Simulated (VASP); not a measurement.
# SiO2 (P6_3/mmc) in VASP: further runs

SiO2 is run at these levels: PBE; tasks: single point.

All numbers are computed with VASP 6.6.1; they aren't measurements. Logs are shortened: lines on timing, memory, paths and dates and some standing lists are left out, and cuts for length are marked.

### 1 The cell of the first run

The structure is hexagonal, space group P6_3/mmc (No. 194). Conventional cell: a = 5.276 Å, b = 5.276 Å, c = 8.612 Å, α = 90.00°, β = 90.00°, γ = 120.00°. Within 2.1 Å of Si (site symmetry 3m) lie 4 O at 1.62 Å. Within 2.1 Å of O (site symmetry -6m2) lie 2 Si at 1.62 Å. O (site symmetry 2/m) has 2 Si at 1.62 Å within 2.1 Å.

### 2 Single point, PBE

The input, INCAR:

```
PREC = Accurate
ENCUT = 520
EDIFF = 1E-6
ISMEAR = 0
SIGMA = 0.02
LREAL = F
LASPH = T
NELM = 80
ALGO = Normal
ISIF = 2
LWAVE = F
LCHARG = F
GGA = PE
NBANDS = 44
```

The input, KPOINTS:

```
Automatic mesh
0
Gamma
  6 6 4
```

The input, POSCAR:

```
SiO2
1.0
    5.2760331014      0.0000000000      0.0000000000
   -2.6380165507      4.5691786970      0.0000000000
    0.0000000000      0.0000000000      8.6117222801
Si O
4 8
Direct
    0.3333333333      0.6666666667      0.0624424152
    0.6666666667      0.3333333333      0.5624424152
    0.3333333333      0.6666666667      0.4375575848
    0.6666666667      0.3333333333      0.9375575848
    0.3333333333      0.6666666667      0.2500000000
    0.6666666667      0.3333333333      0.7500000000
    0.5000000000      0.0000000000      0.0000000000
    0.5000000000      0.5000000000      0.5000000000
    0.0000000000      0.5000000000      0.0000000000
    0.5000000000      0.0000000000      0.5000000000
    0.5000000000      0.5000000000      0.0000000000
    0.0000000000      0.5000000000      0.5000000000
```

Potentials or basis: VASP PAW PBE potentials, release 64 (Si, O).

On the command line:

```
$ cat potpaw_PBE.64/Si/POTCAR potpaw_PBE.64/O/POTCAR > POTCAR
$ mpirun -np 1 vasp_std > vasp.out
```

OUTCAR:

```text
PREC = Accurate
   ENCUT = 520
   EDIFF = 1E-6
   ISMEAR = 0
   LREAL = F
   LASPH = T
   NELM = 80
   ISIF = 2
   GGA = PE

 ion  position               nearest neighbor table
   1  0.333  0.667  0.062-   5 1.62   7 1.62   9 1.62  11 1.62
   2  0.667  0.333  0.562-   6 1.62  10 1.62  12 1.62   8 1.62
   3  0.333  0.667  0.438-   5 1.62  10 1.62  12 1.62   8 1.62
   4  0.667  0.333  0.938-   6 1.62   7 1.62   9 1.62  11 1.62
   5  0.333  0.667  0.250-   1 1.62   3 1.62
   6  0.667  0.333  0.750-   2 1.62   4 1.62
   7  0.500  0.000  0.000-   1 1.62   4 1.62
   8  0.500  0.500  0.500-   2 1.62   3 1.62
   9  0.000  0.500  0.000-   1 1.62   4 1.62
  10  0.500  0.000  0.500-   2 1.62   3 1.62
  11  0.500  0.500  0.000-   1 1.62   4 1.62
  12  0.000  0.500  0.500-   2 1.62   3 1.62

  LATTYP: Found a hexagonal cell.
 ALAT       =     5.2760331014
 C/A-ratio  =     1.6322343159

  Lattice vectors:

 A1 = (   5.2760331014,   0.0000000000,   0.0000000000)
 A2 = (  -2.6380165507,   4.5691786970,   0.0000000000)
 A3 = (   0.0000000000,   0.0000000000,   8.6117222801)

Analysis of symmetry for initial positions (statically):
=====================================================================
 Subroutine PRICEL returns:
 Original cell was already a primitive cell.

 Routine SETGRP: Setting up the symmetry group for a
 hexagonal supercell.

 Subroutine GETGRP returns: Found 24 space group operations
 (whereof 12 operations were pure point group operations)
 out of a pool of 24 trial point group operations.

The static configuration has the point symmetry D_3d.
 The point group associated with its full space group is D_6h.

Analysis of symmetry for dynamics (positions and initial velocities):
=====================================================================
 Subroutine PRICEL returns:
 Original cell was already a primitive cell.

 Routine SETGRP: Setting up the symmetry group for a
 hexagonal supercell.

 Subroutine GETGRP returns: Found 24 space group operations
 (whereof 12 operations were pure point group operations)
 out of a pool of 24 trial point group operations.

The dynamic configuration has the point symmetry D_3d.
 The point group associated with its full space group is D_6h.

 Subroutine INISYM returns: Found 24 space group operations
 (whereof 12 operations are pure point group operations),
 and found     1 'primitive' translations

----------------------------------------------------------------------------------------

                                     Primitive cell

  volume of cell :     207.6040

  direct lattice vectors                    reciprocal lattice vectors
     5.276033101  0.000000000  0.000000000     0.189536339  0.109428857  0.000000000
    -2.638016551  4.569178697  0.000000000     0.000000000  0.218857713  0.000000000
     0.000000000  0.000000000  8.611722280     0.000000000  0.000000000  0.116120791

  length of vectors
     5.276033101  5.276033101  8.611722280     0.218857713  0.218857713  0.116120791

  position of ions in fractional coordinates (direct lattice)
     0.333333333  0.666666667  0.062442415
     0.666666667  0.333333333  0.562442415
     0.333333333  0.666666667  0.437557585
     0.666666667  0.333333333  0.937557585
     0.333333333  0.666666667  0.250000000
     0.666666667  0.333333333  0.750000000
     0.500000000  0.000000000  0.000000000
     0.500000000  0.500000000  0.500000000
     0.000000000  0.500000000  0.000000000
     0.500000000  0.000000000  0.500000000
     0.500000000  0.500000000  0.000000000
     0.000000000  0.500000000  0.500000000

  ion indices of the primitive-cell ions
   primitive index   ion index
                 1           1
                 2           2
                 3           3
                 4           4
                 5           5
                 6           6
                 7           7
                 8           8
                 9           9
                10          10
                11          11
                12          12

----------------------------------------------------------------------------------------

 KPOINTS: Automatic mesh

Automatic generation of k-mesh.
 Grid dimensions read from file:
 generate k-points for:    6    6    4

 Generating k-lattice:

  Cartesian coordinates                     Fractional coordinates (reciprocal lattice)
     0.031589390  0.018238143  0.000000000     0.166666667  0.000000000  0.000000000
     0.000000000  0.036476286  0.000000000     0.000000000  0.166666667  0.000000000
     0.000000000  0.000000000  0.029030198     0.000000000  0.000000000  0.250000000

  Length of vectors
     0.036476286  0.036476286  0.029030198

  Shift w.r.t. Gamma in fractional coordinates (k-lattice)
     0.000000000  0.000000000  0.000000000

 Subroutine IBZKPT returns following result:
 ===========================================

 Found     21 irreducible k-points:

 Following reciprocal coordinates:
            Coordinates               Weight
  0.000000  0.000000  0.000000      1.000000
  0.166667 -0.000000  0.000000      6.000000
  0.333333  0.000000  0.000000      6.000000
  0.500000  0.000000  0.000000      3.000000
  0.166667  0.166667  0.000000      6.000000
  0.333333  0.166667  0.000000     12.000000
[... 13 lines left out ...]
  0.333333  0.166667  0.500000     12.000000
  0.333333  0.333333  0.500000      2.000000
   k-points           NKPTS =     21   k-points in BZ     NKDIM =     21   number of bands    NBANDS=     44
   number of dos      NEDOS =    301   number of ions     NIONS =     12
   total plane-waves  NPLWV = 102400
   dimension x,y,z NGX =    40 NGY =   40 NGZ =   64
   dimension x,y,z NGXF=    80 NGYF=   80 NGZF=  128
   ions per type =               4   8
   NGX,Y,Z   is equivalent  to a cutoff of  12.60, 12.60, 12.35 a.u.
   NGXF,Y,Z  is equivalent  to a cutoff of  25.21, 25.21, 24.71 a.u.
 SYSTEM =  unknown system
   PREC   = accura    normal or accurate (medium, high low for compatibility)
   ISTART =      0    job   : 0-new  1-cont  2-samecut
   ICHARG =      2    charge: 1-file 2-atom 10-const
   ISPIN  =      1    spin polarized calculation?
   LNONCOLLINEAR =      F non collinear calculations
   LSORBIT =      F    spin-orbit coupling
   LASPH  =      T    aspherical Exc in radial PAW
   ENCUT  =  520.0 eV  38.22 Ry    6.18 a.u.   9.81  9.81 16.01*2*pi/ulx,y,z
   NELM   =     80;   NELMIN=  2; NELMDL= -5     # of ELM steps
   EDIFF  = 0.1E-05   stopping-criterion for ELM
   LREAL  =      F    real-space projection
   EDIFFG = 0.1E-04   stopping-criterion for IOM
   NSW    =      0    number of steps for IOM
   IBRION =     -1    ionic relax: 0-MD 1-quasi-New 2-CG
   NFREE  =      0    steps in history (QN), initial steepest desc. (CG)
   ISIF   =      2    stress and relaxation
   ISYM   =      2    0-nonsym 1-usesym 2-fastsym
   POTIM  = 0.5000    time-step for ionic-motion
   TEBEG  =    0.0;   TEEND  =   0.0 temperature during run
   PSTRESS=    0.0 pullay stress
   NELECT =      64.0000    total number of electrons
   NUPDOWN=      -1.0000    fix difference up-down
   EMIN   =  10.00;   EMAX   =-10.00  energy-range for DOS
   EFERMI =   0.00;   METHOD = LEGACY
   ISMEAR =     0;   SIGMA  =   0.02  broadening in eV -4-tet -1-fermi 0-gaus
   EFERMI_NEDOS =   21; number of points for ismear=-14 and -15
   IALGO  =     38    algorithm
   IMIX   =      4    mixing-type and parameters
     AMIX     =   0.40;   BMIX     =  1.00
     AMIX_MAG =   1.60;   BMIX_MAG =  1.00
  volume/ion in A,a.u.               =      17.30       116.75
  Fermi-wavevector in a.u.,A,eV,Ry     =   1.105918  2.089882 16.640669  1.223055
  Thomas-Fermi vector in A             =   2.242412
   LORBIT       =      0    0 simple, 1 ext, 2 COOP (PROOUT), +10 PAW based schemes
   GGA     = PE    functional components
   LHFCALC =     F    Hartree Fock is set to
   AEXX    =    0.0000 exact exchange contribution
   IVDW    =     0    specifies the selected vdW correction
   LEPSILON=     F    determine dielectric tensor
   LRPA    =     F    only Hartree local field effects (RPA)
 non-spin polarized calculation
 Gauss-broadening in eV      SIGMA  =   0.02
  energy-cutoff  :      520.00
  volume of cell :      207.60
 maximum number of plane-waves:      5608
 NGX is ok and might be reduce to    40
   NGX = 19   NGY = 19   NGZ = 33

 number of electron      63.9999946 magnetization

 Free energy of the ion-electron system (eV)
  ---------------------------------------------------
  ext. energy  EPLUGINS =         0.00000000
  ---------------------------------------------------
  free energy    TOTEN  =       -94.84638405 eV

  energy without entropy =      -94.84638405  energy(sigma->0) =      -94.84638405

 E-fermi :  -0.8426     XC(G=0):  -7.4121

 val. band max:       -0.9865513492   @ k =   0.0000   0.0000   0.0000
 cond. band min:       4.3823592073   @ k =   0.0000   0.0000   0.0000
 fundamental gap:      5.3689105565
 Fermi energy:        -0.8425546180

 k-point     1 :       0.0000    0.0000    0.0000
  band No.  band energies     occupation
      1     -20.3242      2.00000
      2     -19.9250      2.00000
      3     -18.9896      2.00000
      4     -18.3590      2.00000
      5     -18.3590      2.00000
      6     -18.3485      2.00000
[... 36 lines left out ...]
     43      10.4373      0.00000
     44      10.6359      0.00000

 k-point     2 :       0.1667   -0.0000    0.0000
  band No.  band energies     occupation
      1     -20.2575      2.00000
      2     -19.8511      2.00000
      3     -19.0815      2.00000
      4     -18.4696      2.00000
      5     -18.3655      2.00000
      6     -18.3615      2.00000
[... 885 lines left out ...]
 k-point    21 :       0.3333    0.3333    0.5000
  band No.  band energies     occupation
      1     -19.7134      2.00000
      2     -19.7134      2.00000
      3     -19.2470      2.00000
      4     -19.2470      2.00000
      5     -18.3684      2.00000
      6     -18.3684      2.00000
[... 36 lines left out ...]
     43      10.1713      0.00000
     44      10.1915      0.00000

------------------------ aborting loop because EDIFF is reached ----------------------------------------

  FORCE on cell =-STRESS in cart. coord.  units (eV):
  Direction    XX          YY          ZZ          XY          YZ          ZX
  --------------------------------------------------------------------------------------
  -------------------------------------------------------------------------------------
  Total        0.0498326      0.0498326      0.0385029      0.0000000      0.0000000      0.0000000
  in kB        0.3845812      0.3845812      0.2971449      0.0000000      0.0000000      0.0000000
  external PRESSURE =       0.3554357 kB  Pullay stress =       0.0000000 kB

 VOLUME and BASIS-vectors are now :
 -----------------------------------------------------------------------------
  energy-cutoff  :      520.00
  volume of cell :      207.60
      direct lattice vectors                 reciprocal lattice vectors
     5.276033101  0.000000000  0.000000000     0.189536339  0.109428857  0.000000000
    -2.638016551  4.569178697  0.000000000     0.000000000  0.218857713  0.000000000
     0.000000000  0.000000000  8.611722280     0.000000000  0.000000000  0.116120791

 POSITION                                       TOTAL-FORCE (eV/Angst)
 -----------------------------------------------------------------------------------
     -0.00000      3.04612      0.53774        -0.000000     -0.000000      0.000320
      2.63802      1.52306      4.84360         0.000000      0.000000      0.000320
     -0.00000      3.04612      3.76812        -0.000000     -0.000000     -0.000320
      2.63802      1.52306      8.07399         0.000000      0.000000     -0.000320
     -0.00000      3.04612      2.15293         0.000000      0.000000      0.000000
      2.63802      1.52306      6.45879        -0.000000     -0.000000      0.000000
      2.63802      0.00000      0.00000        -0.000000     -0.000000      0.000000
      1.31901      2.28459      4.30586        -0.000000     -0.000000      0.000000
     -1.31901      2.28459      0.00000        -0.000000     -0.000000      0.000000
      2.63802      0.00000      4.30586        -0.000000     -0.000000      0.000000
      1.31901      2.28459      0.00000        -0.000000     -0.000000      0.000000
     -1.31901      2.28459      4.30586        -0.000000     -0.000000      0.000000
 -----------------------------------------------------------------------------------
    total drift:                               -0.000000      0.000000      0.000000

  FREE ENERGIE OF THE ION-ELECTRON SYSTEM (eV)
  ---------------------------------------------------
  free  energy   TOTEN  =       -94.8463840454 eV

  energy  without entropy=      -94.8463840454  energy(sigma->0) =      -94.84638405
```

Run time: 5.3 min. Hardware: 1 thread of AMD EPYC 7R13, shared host; peak memory 0.34 GiB.

What came out:

```
Free energy            : -94.8464 eV
Pressure               : 0.0 GPa
Band gap on the k mesh : 5.37 eV
```

### 3 Single point, PBE (17.82 Å³/atom)

This run uses another cell than the first one, of 17.82 Å³/atom.

The input, INCAR:

```
PREC = Accurate
ENCUT = 520
EDIFF = 1E-6
ISMEAR = 0
SIGMA = 0.02
LREAL = False
LASPH = True
NELM = 100
ALGO = Normal
ISIF = 2
LWAVE = False
LCHARG = False
GGA = PE
NBANDS = 44
```

The input, KPOINTS:

```
regular mesh
0
Gamma
  6 6 4
```

POSCAR, as its differences from that of step 2:

```diff
@@ -2,5 +2,5 @@
 1.0
-    5.2760331014      0.0000000000      0.0000000000
-   -2.6380165507      4.5691786970      0.0000000000
-    0.0000000000      0.0000000000      8.6117222801
+    5.3282744504      0.0000000000      0.0000000000
+   -2.6641372252      4.6144210324      0.0000000000
+    0.0000000000      0.0000000000      8.6969924026
 Si O
```

Potentials or basis: VASP PAW PBE potentials, release 64 (Si, O).

On the command line:

```
$ cat potpaw_PBE.64/Si/POTCAR potpaw_PBE.64/O/POTCAR > POTCAR
$ mpirun -np 1 vasp_std > vasp.out
```

It took 5.5 min on 1 thread of AMD EPYC 7R13, shared host; peak memory 0.36 GiB.

It converged, with:

* Free energy: -94.7729 eV
* Pressure: -4.0 GPa
* Band gap on the k mesh: 5.22 eV

Levels at points of the mesh, in eV from the valence-band top:
| k point | band 28 | band 29 | band 30 | band 31 | band 32 | band 33 | band 34 | band 35 | band 36 | band 37 |
| --- | --- | --- | --- | --- | --- | --- | --- | --- | --- | --- |
| (0.00, 0.00, 0.00) | -0.92 | -0.02 | -0.02 | -0.01 | 0.00 | 5.22 | 7.15 | 8.01 | 8.05 | 8.17 |
| (0.50, 0.00, 0.00) | -1.13 | -0.95 | -0.82 | -0.62 | -0.01 | 7.24 | 7.69 | 8.43 | 8.50 | 9.13 |
| (0.00, 0.00, 0.50) | -0.44 | -0.44 | -0.44 | 0.00 | 0.00 | 5.98 | 5.98 | 8.17 | 8.17 | 9.00 |
| (0.50, 0.00, 0.50) | -0.99 | -0.77 | -0.77 | -0.33 | -0.33 | 7.56 | 7.56 | 8.03 | 8.03 | 9.20 |

Caveat: the cell stands under tension.
